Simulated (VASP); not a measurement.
Crystal: Al.

```
Al
1.0
     2.81246    0.00000    0.00000
    -1.40623    2.43566    0.00000
     0.00000    0.00000    4.86685
Al
2
Direct
  0.49841 0.21016 0.75000
  0.33333 0.66667 0.25000
```

This cell differs from its parent crystal: atom 1 (Al) moved by (-0.300, -0.300) A along x and y.

Base run:

- Program: VASP 6.6.1
- Functional: PBE
- Dispersion: D3(BJ)
- Potentials or basis: VASP PAW PBE potentials, release 64 (Al)
- Cutoff: 520 eV
- k mesh: 18 × 18 × 10
- Occupations: gaussian, width 0.15 eV
- Spin: no spin polarisation

Its results: band gap on the k mesh zero (bands 3 and 4 overlap by 6.95 eV); pressure -2.4 GPa; largest force 0.213 eV/Å.

Problem. The run is repeated on the same cell with these changes: functional from PBE to PBEsol. What comes out?

Solution. Band gap on the k mesh zero (bands 3 and 4 overlap by 6.94 eV); pressure -3.5 GPa; largest force 0.214 eV/Å.

PBEsol binds more tightly than PBE, so the same cell stands under less pressure.

Caveats: the cell stands under tension (at least some runs); the PAW data sets were made with another functional, which shifts forces and pressure a little (at least some runs).
